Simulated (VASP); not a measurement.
Wanted: the native input for a VASP 6.6.1 run.

| Quantity | Value |
| --- | --- |
| Task | single point |
| Functional | PBE |
| Potentials or basis | VASP PAW PBE potentials, release 64 (Sn_d, O, Si) |
| Cutoff | 600 eV |
| k mesh | 6 × 6 × 4 |
| Occupations | gaussian, width 0.01 eV |
| Spin | non-collinear spin, zero start, spin-orbit coupling |
| Dipole correction | no |
| Further INCAR settings | ALGO = Normal; EDIFF = 1e-06; NBANDS = 116 |

The structure of SiSn3O8 lies in POSCAR:

```
SiSn3O8
1.0
    3.2571295997     -3.2646450893      0.0000000000
    3.2571295997      3.2646450893      0.0000000000
    0.0000000000      0.0000000000      6.1545524881
Sn O Si
3 8 1
Direct
    0.5000000000      0.5000000000      0.0000000000
    0.0000000000      0.0000000000      0.7390411470
    0.0000000000      0.0000000000      0.2609588530
    0.1923249028      0.1923249028      0.0000000000
    0.8076750972      0.8076750972      0.0000000000
    0.6836606102      0.3163393898      0.7223396000
    0.3163393898      0.6836606102      0.7223396000
    0.2185138673      0.2185138673      0.5000000000
    0.7814861327      0.7814861327      0.5000000000
    0.6836606102      0.3163393898      0.2776604000
    0.3163393898      0.6836606102      0.2776604000
    0.5000000000      0.5000000000      0.5000000000
```

The input as run:

INCAR

```
PREC     = Accurate       # precision mode
ENCUT    = 600            # plane-wave cutoff, eV
EDIFF    = 1E-6           # SCF threshold, eV
ISMEAR   = 0              # smearing method
SIGMA    = 0.01           # smearing width, eV
LREAL    = False          # projectors in reciprocal space
LASPH    = True           # aspherical terms in the spheres
NELM     = 200            # most SCF steps
ALGO     = Normal         # electronic algorithm
ISIF     = 2              # what is computed and relaxed
LWAVE    = False          # write WAVECAR
LCHARG   = False          # write CHGCAR
LNONCOLLINEAR= True           # non-collinear magnetism
MAGMOM   = 0 0 0 0 0 0 0 0 0 0 0 0 0 0 0 0 0 0 0 0 0 0 0 0 0 0 0 0 0 0 0 0 0 0 0 0 # initial moments
LORBIT   = 11             # projections on sites
LSORBIT  = True           # spin-orbit coupling
GGA_COMPAT= False        
LORBMOM  = True         
GGA      = PE             # functional
NBANDS   = 116            # bands
KPAR     = 4
```

KPOINTS

```
regular mesh
0
Gamma
  6 6 4
```

Potentials or basis: VASP PAW PBE potentials, release 64 (Sn_d, O, Si).

Launch:

```console
$ cat potpaw_PBE.64/Sn_d/POTCAR potpaw_PBE.64/O/POTCAR potpaw_PBE.64/Si/POTCAR > POTCAR
$ mpirun -np 4 vasp_ncl > vasp.out
```

It gave:

* Pressure: 8.5 GPa
* Largest force: 0.222 eV/Å
* Net moment: 0.00 μB per cell
* Valence electrons inside the program's atomic spheres: Sn 12.36, 12.41 (each value once); O 5.10, 5.11 (each value once); Si 1.36

Caveat: the cell stands under pressure.

Run time: 14 min on 4 MPI ranks on Intel(R) Xeon(R) 6975P-C (Granite Rapids), on a shared host, peak memory 1.3 GiB a rank.
